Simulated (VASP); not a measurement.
# NbAs (I4_1md) in VASP: single point with PBE

Aim: the single point of NbAs with PBE.

All numbers are computed with VASP 6.6.1; they aren't measurements. Logs are shortened: lines on timing, memory, paths and dates and some standing lists are left out, and cuts for length are marked.

## 1. The cell of the first run

The structure is tetragonal, space group I4_1md (No. 109). The conventional cell has a = 3.474 Å, b = 3.474 Å, c = 11.750 Å, α = 90.00°, β = 90.00°, γ = 90.00°. Nb (site symmetry 2mm) has 6 As at 2.63 to 2.64 Å and 8 Nb at 3.41 to 3.47 Å within 3.5 Å. Within 3.5 Å of As (site symmetry 2mm) lie 6 Nb at 2.63 to 2.64 Å and 8 As at 3.41 to 3.47 Å.

## 2. Single point, PBE

INCAR

```
SYSTEM = NbAs
  PREC = Accurate
  ENCUT = 520
  EDIFF = 1E-6
  ISMEAR = 0
  SIGMA = 0.3
  LREAL = .FALSE.
  LASPH = .TRUE.
  NELM = 60
  ALGO = Normal
  ISIF = 2
  LWAVE = .FALSE.
  LCHARG = .TRUE.
  GGA = PE
  LELF = .TRUE.
  LVHAR = .TRUE.
  NBANDS = 26
```

KPOINTS

```
Automatic mesh
0
G
  18 18 18
  0 0 0
```

POSCAR

```
NbAs
1.0
   -1.7369824904      1.7369824904      5.8751641276
    1.7369824904     -1.7369824904      5.8751641276
    1.7369824904      1.7369824904     -5.8751641276
Nb As
2 2
Direct
   -0.0011053050     -0.0011053050      0.0000000000
    0.7488946950      0.2488946950      0.5000000000
    0.4171053050      0.4171053050      0.0000000000
    0.1671053050      0.6671053050      0.5000000000
```

Potentials or basis: VASP PAW PBE potentials, release 64 (Nb_sv, As).

The run is started by

```sh
> cat potpaw_PBE.64/Nb_sv/POTCAR potpaw_PBE.64/As/POTCAR > POTCAR
> mpirun -np 1 vasp_std > vasp.out
```

OUTCAR:

```text
SYSTEM = NbAs
   PREC = Accurate
   ENCUT = 520
   EDIFF = 1E-6
   ISMEAR = 0
   LREAL = .FALSE.
   LASPH = .TRUE.
   NELM = 60
   ISIF = 2
   GGA = PE

 ion  position               nearest neighbor table
   1  0.999  0.999  0.000-   4 2.63   4 2.63   3 2.64   3 2.64   3 2.64   3 2.64
   2  0.749  0.249  0.500-   3 2.63   3 2.63   4 2.64   4 2.64   4 2.64   4 2.64
   3  0.417  0.417  0.000-   2 2.63   2 2.63   1 2.64   1 2.64   1 2.64   1 2.64
   4  0.167  0.667  0.500-   1 2.63   1 2.63   2 2.64   2 2.64   2 2.64   2 2.64

  LATTYP: Found a body centered tetragonal cell.
 ALAT       =     3.4739649808
 C/A-ratio  =     3.3823968636

  Lattice vectors:

 A1 = (  -1.7369824904,   1.7369824904,   5.8751641276)
 A2 = (   1.7369824904,  -1.7369824904,   5.8751641276)
 A3 = (   1.7369824904,   1.7369824904,  -5.8751641276)

Analysis of symmetry for initial positions (statically):
=====================================================================
 Subroutine PRICEL returns:
 Original cell was already a primitive cell.

 Routine SETGRP: Setting up the symmetry group for a
 body centered tetragonal supercell.

 Subroutine GETGRP returns: Found  8 space group operations
 (whereof  4 operations were pure point group operations)
 out of a pool of 16 trial point group operations.

The static configuration has the point symmetry C_2v.
 The point group associated with its full space group is C_4v.

Analysis of symmetry for dynamics (positions and initial velocities):
=====================================================================
 Subroutine PRICEL returns:
 Original cell was already a primitive cell.

 Routine SETGRP: Setting up the symmetry group for a
 body centered tetragonal supercell.

 Subroutine GETGRP returns: Found  8 space group operations
 (whereof  4 operations were pure point group operations)
 out of a pool of 16 trial point group operations.

The dynamic configuration has the point symmetry C_2v.
 The point group associated with its full space group is C_4v.

 Subroutine INISYM returns: Found  8 space group operations
 (whereof  4 operations are pure point group operations),
 and found     1 'primitive' translations

----------------------------------------------------------------------------------------

                                     Primitive cell

  volume of cell :      70.9040

  direct lattice vectors                    reciprocal lattice vectors
    -1.736982490  1.736982490  5.875164128     0.000000000  0.287855521  0.085104005
     1.736982490 -1.736982490  5.875164128     0.287855521  0.000000000  0.085104005
     1.736982490  1.736982490 -5.875164128     0.287855521  0.287855521  0.000000000

  length of vectors
     6.368027157  6.368027157  6.368027157     0.300172438  0.300172438  0.407089182

  position of ions in fractional coordinates (direct lattice)
     0.998894695  0.998894695  0.000000000
     0.748894695  0.248894695  0.500000000
     0.417105305  0.417105305  0.000000000
     0.167105305  0.667105305  0.500000000

  ion indices of the primitive-cell ions
   primitive index   ion index
                 1           1
                 2           2
                 3           3
                 4           4

----------------------------------------------------------------------------------------

 KPOINTS: Automatic mesh

Automatic generation of k-mesh.
 Grid dimensions read from file:
 generate k-points for:   18   18   18

 Generating k-lattice:

  Cartesian coordinates                     Fractional coordinates (reciprocal lattice)
     0.000000000  0.015991973  0.004728000     0.055555556  0.000000000 -0.000000000
     0.015991973  0.000000000  0.004728000     0.000000000  0.055555556 -0.000000000
     0.015991973  0.015991973  0.000000000     0.000000000  0.000000000  0.055555556

  Length of vectors
     0.016676247  0.016676247  0.022616066

  Shift w.r.t. Gamma in fractional coordinates (k-lattice)
     0.000000000  0.000000000  0.000000000

 Subroutine IBZKPT returns following result:
 ===========================================

 Found    480 irreducible k-points:

 Following reciprocal coordinates:
            Coordinates               Weight
  0.000000  0.000000  0.000000      1.000000
  0.055556  0.000000 -0.000000      8.000000
  0.111111  0.000000 -0.000000      8.000000
  0.166667 -0.000000  0.000000      8.000000
  0.222222  0.000000  0.000000      8.000000
  0.277778 -0.000000  0.000000      8.000000
[... 16 lines left out ...]
 -0.277778  0.055556 -0.000000     16.000000
 -0.222222  0.055556 -0.000000     16.000000
 [... further k-points ...]
   k-points           NKPTS =    480   k-points in BZ     NKDIM =    480   number of bands    NBANDS=     26
   number of dos      NEDOS =    301   number of ions     NIONS =      4
   total plane-waves  NPLWV = 110592
   dimension x,y,z NGX =    48 NGY =   48 NGZ =   48
   dimension x,y,z NGXF=    96 NGYF=   96 NGZF=   96
   ions per type =               2   2
   NGX,Y,Z   is equivalent  to a cutoff of  12.53, 12.53, 12.53 a.u.
   NGXF,Y,Z  is equivalent  to a cutoff of  25.06, 25.06, 25.06 a.u.
 SYSTEM =  NbAs
   PREC   = accura    normal or accurate (medium, high low for compatibility)
   ISTART =      0    job   : 0-new  1-cont  2-samecut
   ICHARG =      2    charge: 1-file 2-atom 10-const
   ISPIN  =      1    spin polarized calculation?
   LNONCOLLINEAR =      F non collinear calculations
   LSORBIT =      F    spin-orbit coupling
   LASPH  =      T    aspherical Exc in radial PAW
   ENCUT  =  520.0 eV  38.22 Ry    6.18 a.u.  11.84 11.84 11.84*2*pi/ulx,y,z
   NELM   =     60;   NELMIN=  2; NELMDL= -5     # of ELM steps
   EDIFF  = 0.1E-05   stopping-criterion for ELM
   LREAL  =      F    real-space projection
   EDIFFG = 0.1E-04   stopping-criterion for IOM
   NSW    =      0    number of steps for IOM
   IBRION =     -1    ionic relax: 0-MD 1-quasi-New 2-CG
   NFREE  =      0    steps in history (QN), initial steepest desc. (CG)
   ISIF   =      2    stress and relaxation
   ISYM   =      2    0-nonsym 1-usesym 2-fastsym
   POTIM  = 0.5000    time-step for ionic-motion
   TEBEG  =    0.0;   TEEND  =   0.0 temperature during run
   PSTRESS=    0.0 pullay stress
   NELECT =      36.0000    total number of electrons
   NUPDOWN=      -1.0000    fix difference up-down
   EMIN   =  10.00;   EMAX   =-10.00  energy-range for DOS
   EFERMI =   0.00;   METHOD = LEGACY
   ISMEAR =     0;   SIGMA  =   0.30  broadening in eV -4-tet -1-fermi 0-gaus
   EFERMI_NEDOS =   21; number of points for ismear=-14 and -15
   IALGO  =     38    algorithm
   IMIX   =      4    mixing-type and parameters
     AMIX     =   0.40;   BMIX     =  1.00
     AMIX_MAG =   1.60;   BMIX_MAG =  1.00
  volume/ion in A,a.u.               =      17.73       119.62
  Fermi-wavevector in a.u.,A,eV,Ry     =   1.306027  2.468033 23.207534  1.705706
  Thomas-Fermi vector in A             =   2.436856
   LORBIT       =      0    0 simple, 1 ext, 2 COOP (PROOUT), +10 PAW based schemes
   GGA     = PE    functional components
   LHFCALC =     F    Hartree Fock is set to
   AEXX    =    0.0000 exact exchange contribution
   IVDW    =     0    specifies the selected vdW correction
   LEPSILON=     F    determine dielectric tensor
   LRPA    =     F    only Hartree local field effects (RPA)
 non-spin polarized calculation
 Gauss-broadening in eV      SIGMA  =   0.30
  energy-cutoff  :      520.00
  volume of cell :       70.90
 maximum number of plane-waves:      1946
   NGX = 23   NGY = 23   NGZ = 23

 number of electron      35.9999999 magnetization

 Free energy of the ion-electron system (eV)
  ---------------------------------------------------
  ext. energy  EPLUGINS =         0.00000000
  ---------------------------------------------------
  free energy    TOTEN  =       -32.54740062 eV

  energy without entropy =      -32.50915733  energy(sigma->0) =      -32.52827897

 E-fermi :   9.3805     XC(G=0): -11.7572

 val. band max:        9.3802878114   @ k =  -0.0556  -0.4444   0.0556
 cond. band min:       9.3855729866   @ k =  -0.1667   0.3333   0.1667
 fundamental gap:      0.0052851753
 Fermi energy:         9.3804811187

 k-point     1 :       0.0000    0.0000    0.0000
  band No.  band energies     occupation
      1     -45.7578      2.00000
      2     -45.7319      2.00000
      3     -21.9497      2.00000
      4     -21.8597      2.00000
      5     -21.8597      2.00000
      6     -21.7147      2.00000
[... 18 lines left out ...]
     25      13.2191      0.00000
     26      13.2195      0.00000

 k-point     2 :       0.0556    0.0000   -0.0000
  band No.  band energies     occupation
      1     -45.7573      2.00000
      2     -45.7317      2.00000
      3     -21.9478      2.00000
      4     -21.8653      2.00000
      5     -21.8591      2.00000
      6     -21.7204      2.00000
[... 18 lines left out ...]
     25      13.3011      0.00000
     26      13.3507      0.00000

 k-point     3 :       0.1111    0.0000   -0.0000
  band No.  band energies     occupation
      1     -45.7559      2.00000
      2     -45.7312      2.00000
      3     -21.9428      2.00000
      4     -21.8807      2.00000
      5     -21.8576      2.00000
      6     -21.7364      2.00000
[... 18 lines left out ...]
     25      13.4419      0.00000
     26      13.7001      0.00000

 k-point     4 :       0.1667   -0.0000    0.0000
  band No.  band energies     occupation
      1     -45.7538      2.00000
      2     -45.7305      2.00000
      3     -21.9400      2.00000
      4     -21.8994      2.00000
      5     -21.8552      2.00000
      6     -21.7599      2.00000
[... 18 lines left out ...]
     25      13.6005      0.00000
     26      14.1705      0.00000
[... 496 lines left out ...]
      1     -45.7452      2.00000
      2     -45.7277      2.00000
      3     -22.0147      2.00000
      4     -21.8892      2.00000
      5     -21.8513      2.00000
      6     -21.8331      2.00000
[... 18 lines left out ...]
     25      13.7440      0.00000
     26      15.2744      0.00000

 k-point    23 :      -0.2778    0.0556   -0.0000
  band No.  band energies     occupation
      1     -45.7481      2.00000
      2     -45.7283      2.00000
      3     -21.9844      2.00000
      4     -21.8961      2.00000
      5     -21.8540      2.00000
      6     -21.8141      2.00000
[... 18 lines left out ...]
     25      13.8308      0.00000
     26      14.9388      0.00000

 k-point    24 :      -0.2222    0.0556   -0.0000
  band No.  band energies     occupation
      1     -45.7510      2.00000
      2     -45.7291      2.00000
      3     -21.9550      2.00000
      4     -21.9044      2.00000
      5     -21.8572      2.00000
      6     -21.7871      2.00000
[... 18 lines left out ...]
     25      13.8197      0.00000
     26      14.5055      0.00000

 [... further k-points ...]

------------------------ aborting loop because EDIFF is reached ----------------------------------------

  FORCE on cell =-STRESS in cart. coord.  units (eV):
  Direction    XX          YY          ZZ          XY          YZ          ZX
  --------------------------------------------------------------------------------------
  -------------------------------------------------------------------------------------
  Total        0.0076171      0.0076171     -0.0126883      0.0000000      0.0000000      0.0000000
  in kB        0.1721191      0.1721191     -0.2867097      0.0000000      0.0000000      0.0000000
  external PRESSURE =       0.0191762 kB  Pullay stress =       0.0000000 kB

 VOLUME and BASIS-vectors are now :
 -----------------------------------------------------------------------------
  energy-cutoff  :      520.00
  volume of cell :       70.90
      direct lattice vectors                 reciprocal lattice vectors
    -1.736982490  1.736982490  5.875164128     0.000000000  0.287855521  0.085104005
     1.736982490 -1.736982490  5.875164128     0.287855521  0.000000000  0.085104005
     1.736982490  1.736982490 -5.875164128     0.287855521  0.287855521  0.000000000

 POSITION                                       TOTAL-FORCE (eV/Angst)
 -----------------------------------------------------------------------------------
      0.00000      0.00000     11.73734         0.000000     -0.000000     -0.000609
      0.00000      1.73698      2.92459        -0.000000      0.000000     -0.000609
      0.00000      0.00000      4.90112         0.000000      0.000000      0.000609
      1.73698      0.00000      1.96354        -0.000000     -0.000000      0.000609
 -----------------------------------------------------------------------------------
    total drift:                               -0.000000     -0.000000      0.000190

  FREE ENERGIE OF THE ION-ELECTRON SYSTEM (eV)
  ---------------------------------------------------
  free  energy   TOTEN  =       -32.5474006159 eV

  energy  without entropy=      -32.5091573284  energy(sigma->0) =      -32.52827897
```

It took 25 min on 1 thread of AMD EPYC 9R45 (Zen 5), shared host; peak memory 0.89 GiB.

Results:

| Item | Value |
| --- | --- |
| Free energy | -32.5474 eV |
| Pressure | 0.0 GPa |
| Band gap on the k mesh | zero (bands 18 and 19 overlap by 0.07 eV) |

Caveat: so wide a smearing shifts energies and pressures.
